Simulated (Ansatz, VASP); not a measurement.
**Two plane-wave programs on KBaI3**

File POSCAR:

```
KBaI3
1.0
    6.7191903973      0.0000000000      0.0000000000
    0.0000000000      6.7191903973      0.0000000000
    0.0000000000      0.0000000000      6.7191903973
K Ba I
1 1 3
Direct
    0.0000000000      0.0000000000      0.0000000000
    0.5000000000      0.5000000000      0.5000000000
    0.5000000000      0.5000000000      0.0000000000
    0.5000000000      0.0000000000      0.5000000000
    0.0000000000      0.5000000000      0.5000000000
```

Contents of INCAR.step1:

```
PREC = Accurate ; ENCUT = 520
EDIFF = 1E-5 ; ISMEAR = 0
SIGMA = 0.01 ; LREAL = F
LASPH = T ; NELM = 80
ALGO = Normal ; ISIF = 2
LWAVE = T ; NBANDS = 28
GGA = PE
```

INCAR.step2

```
PREC = Accurate ; ENCUT = 520
EDIFF = 1E-6 ; ISMEAR = 0
SIGMA = 0.01 ; LREAL = F
LASPH = T ; NELM = 80
ALGO = Normal ; ISIF = 2
LWAVE = F ; LCHARG = T
GGA = PE ; LHFCALC = T
AEXX = 0.05 ; HFSCREEN = 0.3
PRECFOCK = Fast ; LELF = T
LVHAR = T ; NBANDS = 28
ISTART = 1
```

Contents of KPOINTS:

```
Automatic mesh
0
Gamma
  2 2 2
```

Input for Ansatz:

```yaml
crystal:
  lattice:
    - [6.7191903973, 0.0, 0.0]
    - [0.0, 6.7191903973, 0.0]
    - [0.0, 0.0, 6.7191903973]
  atoms:
    - { symbol: K, position: [0.0, 0.0, 0.0] }
    - { symbol: Ba, position: [0.5, 0.5, 0.5] }
    - { symbol: I, position: [0.5, 0.5, 0.0] }
    - { symbol: I, position: [0.5, 0.0, 0.5] }
    - { symbol: I, position: [0.0, 0.5, 0.5] }
kpoints:
  mp_grid: { grid: [2, 2, 2] }
hamiltonian:
  xc: { exchange: pbe, correlation: pbe, exx: { coeff: 0.05, omega: 0.3 } }
scf:
  occupations: { method: fixed }
  n_extra_bands: 5
output:
  forces: true
  stress: true
  eigenvalues: true
```

Alike in both runs: task single point; functional PBE-based screened hybrid; k mesh 2 × 2 × 2; no spin polarisation.

```csv
,VASP,Ansatz
version,VASP 6.6.1,Ansatz 0.2.0
potentials or method,"VASP PAW PBE potentials, release 64 (K_sv, Ba_sv, I)",plane waves
plane-wave cutoff (eV),520,420
occupations,"gaussian, width 0.01 eV",fixed
valence electrons in the cell,40,70
```

VASP gave:

| Quantity | Value |
| --- | --- |
| gap on the k mesh at the Fermi level (eV) | 3.23 |
| pressure (GPa) | 0.4 |

**Question.** What did Ansatz give for the same quantities?

**Answer.** gap on the k mesh at the Fermi level (eV): 3.23; pressure (GPa): 0.3.

VASP's potentials were made for PBE, not for PBE-based screened hybrid. VASP's potentials hold 40 valence electrons a cell and Ansatz's 70, so a difference there can come from the potentials and not from the codes. Ansatz's warnings: stress exchange threshold loose, stress scf threshold loose.

The k mesh is coarse, so the values compare programs but aren't converged. Spin-orbit coupling is off throughout.
